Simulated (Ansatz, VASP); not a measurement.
**MnO2: VASP beside Ansatz**

```
Mn O
1.0
     2.85496    0.00000    0.00000
    -1.42748    2.47246    0.00000
     0.00000    0.00000   10.22174
Mn O
2 4
Direct
  0.00000 0.00000 0.50000
  0.00000 0.00000 0.00000
  0.66667 0.33333 0.40686
  0.66667 0.33333 0.09314
  0.33333 0.66667 0.59314
  0.33333 0.66667 0.90686
```

Alike in both runs: functional LDA; k mesh 11 × 11 × 3; occupations fermi-dirac, width 0.05 eV; collinear spin.

|  | VASP | Ansatz |
| --- | --- | --- |
| version | VASP 6.6.1 | Ansatz 0.2.0 |
| potentials or method | VASP PAW LDA potentials, release 64 (Mn_pv, O) | Ansatz PAW |
| plane-wave cutoff (eV) | 520 | 420 |
| valence electrons in the cell | 50 | 54 |
| task | single point | band structure |

Ansatz gave:

| Property | Result |
| --- | --- |
| gap on the k mesh at the Fermi level (eV) | 0.51 |
| least direct gap on the mesh (eV) | 0.54 |
| pressure (GPa) | -8.2 |
| traceless stress, the component that is largest in VASP (GPa) | 2.36 |
| rms of the force components (eV/Å) | 0.289 |
| net moment per atom (μB) | 1.00 |
| size of the moment on the site where the two differ most (μB) | 2.47 |

Question: What did VASP give for the same quantities?

Answer: gap on the k mesh at the Fermi level (eV): 0.38; least direct gap on the mesh (eV): 0.40; pressure (GPa): -7.4; traceless stress, the component that is largest in VASP (GPa): 2.00; rms of the force components (eV/Å): 0.244; net moment per atom (μB): 1.00; size of the moment on the site where the two differ most (μB): 2.78.

LDA's correlation is that of Perdew and Zunger in VASP and of Perdew and Wang (1992) in Ansatz. Site moments also hang on the region over which each program counts them. Atom by atom the forces differ by 0.045 eV/Å (rms over components). VASP's potentials hold 50 valence electrons a cell and Ansatz's 54, so a difference there can come from the potentials and not from the codes.
